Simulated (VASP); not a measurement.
Input of a VASP 6.6.1 run:

File INCAR:

```
PREC = Accurate ; ENCUT = 520
EDIFF = 1E-7 ; ISMEAR = 0
SIGMA = 0.15 ; LREAL = False
LASPH = True ; NELM = 60
ALGO = Normal ; ISIF = 2
LWAVE = False ; LCHARG = True
GGA = PS ; LELF = True
LVHAR = True ; NBANDS = 15
```

KPOINTS

```
Automatic mesh
0
Gamma
  18 18 16
```

Contents of POSCAR:

```
TaN
1.0
    2.7778000000      0.0000000000      0.0000000000
   -1.3889000000      2.4056453666      0.0000000000
    0.0000000000      0.0000000000      2.7990000000
Ta N
1 1
Direct
    0.3333333333      0.6666666667      0.5000000000
    0.0000000000      0.0000000000      0.0000000000
```

Potentials or basis: VASP PAW PBE potentials, release 64 (Ta_pv, N).

Run with:

```console
$ cat potpaw_PBE.64/Ta_pv/POTCAR potpaw_PBE.64/N/POTCAR > POTCAR
$ mpirun -np 1 vasp_std > vasp.out
```

(1) What does it give for the pressure?

(2) Predict the band gap on the k mesh.

Results:

(1) 62.0 GPa.

(2) zero (band 8 reaches 10.01 eV, above the bottom of band 9 at 9.44 eV).

Caveat: the PAW data sets were made with another functional, which shifts forces and pressure a little; spin-orbit coupling is left out, which moves the levels of the heavy elements.
